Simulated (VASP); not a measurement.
Wanted: the native input for a VASP 6.6.1 run.

| Quantity | Value |
| --- | --- |
| Task | single point |
| Functional | LDA |
| Potentials or basis | VASP PAW LDA potentials, release 64 (Sr_sv, Mg) |
| Cutoff | 520 eV |
| k mesh | 9 × 9 × 9 |
| Occupations | fermi-dirac, width 0.05 eV |
| Spin | no spin polarisation |
| Dipole correction | no |
| Further INCAR settings | ALGO = Normal; EDIFF = 1e-06; NBANDS = 13 |

The structure of SrMg lies in POSCAR:

```
SrMg
1.0
    3.8472908360      0.0000000000      0.0000000000
    0.0000000000      3.8472908360      0.0000000000
    0.0000000000      0.0000000000      3.8472908360
Sr Mg
1 1
Direct
    0.5000000000      0.5000000000      0.5000000000
    0.0000000000      0.0000000000      0.0000000000
```

This cell differs from its parent crystal: volume scaled by 0.96.

One way to write it, as run:

INCAR

```
SYSTEM = SrMg
PREC = Accurate ; ENCUT = 520
EDIFF = 1E-6 ; ISMEAR = -1
SIGMA = 0.05 ; LREAL = .FALSE.
LASPH = .TRUE. ; NELM = 100
ALGO = Normal ; ISIF = 2
LWAVE = .FALSE. ; LCHARG = .TRUE.
GGA = CA ; LELF = .TRUE.
LVHAR = .TRUE. ; NBANDS = 13
```

KPOINTS

```
regular mesh
0
G
  9 9 9
  0 0 0
```

Potentials or basis: VASP PAW LDA potentials, release 64 (Sr_sv, Mg).

Launch:

```sh
$ cat potpaw_LDA.64/Sr_sv/POTCAR potpaw_LDA.64/Mg/POTCAR > POTCAR
$ mpirun -np 1 vasp_std > vasp.out
```

It gave:

```
Pressure               : 4.8 GPa
Band gap on the k mesh : zero (band 6 reaches 3.40 eV, above the bottom of band 7 at 1.99 eV)
```

Wall time 22 s on 1 thread of AMD EPYC 7R13 Processor (Zen 3), on a shared host, peak memory 0.13 GiB.
